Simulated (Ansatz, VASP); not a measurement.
**SnO2: VASP beside Ansatz**

File INCAR:

```
SYSTEM = SnO2
PREC = Accurate ; ENCUT = 520
EDIFF = 1E-6 ; ISMEAR = 0
SIGMA = 0.05 ; LREAL = .False.
LASPH = .True. ; NELM = 100
ALGO = Normal ; ISIF = 2
LWAVE = .False. ; LCHARG = .True.
LELF = .True. ; LVHAR = .True.
NBANDS = 35
```

File KPOINTS:

```
Automatic mesh
0
Gamma
  6 6 8
  0 0 0
```

Contents of POSCAR:

```
SnO2
1.0
    4.5508719057      0.0000000000      0.0000000000
    0.0000000000      4.5514309592      0.0000000000
    0.0000000000      0.0000000000      3.0745939119
Sn O
2 4
Direct
    0.5000000000      0.5000000000      0.5000000000
    0.0000000000      0.0000000000      0.0000000000
    0.3059833077      0.2672588243      0.0000000000
    0.8059833077      0.2327411757      0.5000000000
    0.1940166923      0.7672588243      0.5000000000
    0.6940166923      0.7327411757      0.0000000000
```

Input for Ansatz:

```yaml
crystal:
  lattice:
    - [4.5508719057, 0.0, 0.0]
    - [0.0, 4.5514309592, 0.0]
    - [0.0, 0.0, 3.0745939119]
  atoms:
    - { symbol: Sn, position: [0.5, 0.5, 0.5] }
    - { symbol: Sn, position: [0.0, 0.0, 0.0] }
    - { symbol: O, position: [0.3059833077, 0.2672588243, 0.0] }
    - { symbol: O, position: [0.8059833077, 0.2327411757, 0.5] }
    - { symbol: O, position: [0.1940166923, 0.7672588243, 0.5] }
    - { symbol: O, position: [0.6940166923, 0.7327411757, 0.0] }
basis:
  ecutwfc: 520.0
kpoints:
  mp_grid: { grid: [6, 6, 8] }
hamiltonian:
  xc: lda
scf:
  occupations: { method: gaussian, width: 0.05 }
output:
  forces: true
  stress: true
  eigenvalues: true
```

Alike in both runs: task single point; functional LDA; k mesh 6 × 6 × 8; occupations gaussian, width 0.05 eV; no spin polarisation.

|  | VASP | Ansatz |
| --- | --- | --- |
| version | VASP 6.6.1 | Ansatz 0.2.0 |
| potentials or method | VASP PAW LDA potentials, release 64 (Sn_d, O), cutoff 520 eV | scalar-relativistic, plane waves, PAW |
| valence electrons in the cell | 52 | 52 |

```csv
,VASP,Ansatz,Ansatz less VASP
gap on the k mesh at the Fermi level (eV),2.35,2.31,-0.034
least direct gap on the mesh (eV),2.35,2.31,-0.034
rms of the force components (eV/Å),1.755,1.748,-0.0068
```

LDA's correlation is that of Perdew and Zunger in VASP and of Perdew and Wang (1992) in Ansatz. Atom by atom the forces differ by 0.008 eV/Å (rms over components).
